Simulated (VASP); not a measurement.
Set up this calculation in VASP 6.6.1, as the native input.

| Quantity | Value |
| --- | --- |
| Task | single point |
| Functional | r2SCAN |
| Potentials or basis | VASP PAW PBE potentials, release 64 (Zn, Se) |
| Cutoff | 520 eV |
| k mesh | 10 × 10 × 10 |
| Occupations | gaussian, width 0.05 eV |
| Spin | no spin polarisation |
| Dipole correction | no |
| Further INCAR settings | ALGO = Normal; EDIFF = 1e-06; NBANDS = 16 |

ZnSe:

```
Zn Se
1.0
     0.00000    3.27138    2.12640
     3.27138    0.00000    2.12640
     3.27138    3.27138    0.00000
Zn Se
1 1
Cartesian
  0.0000 0.0000 0.0000
  4.9071 4.9071 3.1896
```

This cell differs from its parent crystal: ratio of the length along z to the lengths across it x 0.65, volume and fractional coordinates fixed.

One way to write it, as run:

POSCAR

```
ZnSe
1.0
    0.0000000000      3.2713831349      2.1263990377
    3.2713831349      0.0000000000      2.1263990377
    3.2713831349      3.2713831349      0.0000000000
Zn Se
1 1
Direct
    0.0000000000      0.0000000000      0.0000000000
    0.7500000000      0.7500000000      0.7500000000
```

INCAR.step1

```
SYSTEM = ZnSe
ALGO = Normal ; EDIFF = 1E-4
ENCUT = 520 ; GGA = PE
ISMEAR = 0 ; LASPH = .True.
LCHARG = .False. ; LREAL = .False.
LWAVE = .True. ; NBANDS = 16
NELM = 60 ; PREC = Accurate
SIGMA = 0.05
```

INCAR.step2

```
SYSTEM = ZnSe
ALGO = Normal ; EDIFF = 1E-6
ENCUT = 520 ; ISIF = 2
ISMEAR = 0 ; ISTART = 1
LASPH = .True. ; LCHARG = .False.
LMIXTAU = .True. ; LREAL = .False.
LWAVE = .False. ; METAGGA = R2SCAN
NBANDS = 16 ; NELM = 60
PREC = Accurate ; SIGMA = 0.05
```

KPOINTS

```
k-points
0
Gamma
  10 10 10
  0 0 0
```

Potentials or basis: VASP PAW PBE potentials, release 64 (Zn, Se).

The run is started by

```sh
$ cat potpaw_PBE.64/Zn/POTCAR potpaw_PBE.64/Se/POTCAR > POTCAR
$ cp INCAR.step1 INCAR
$ mpirun -np 1 vasp_std > vasp.out
$ cp INCAR.step2 INCAR
$ mpirun -np 1 vasp_std > vasp.out
```

It gave:

```json
{
 "Pressure": "-3.7 GPa",
 "Band gap on the k mesh": "0.70 eV"
}
```

Caveat: the cell stands under tension; the PAW data sets were made with another functional, which shifts forces and pressure a little.

Run time: 4.4 min on 1 thread of AMD EPYC 7R13 Processor (Zen 3), with other jobs on the host, peak memory 0.21 GiB.
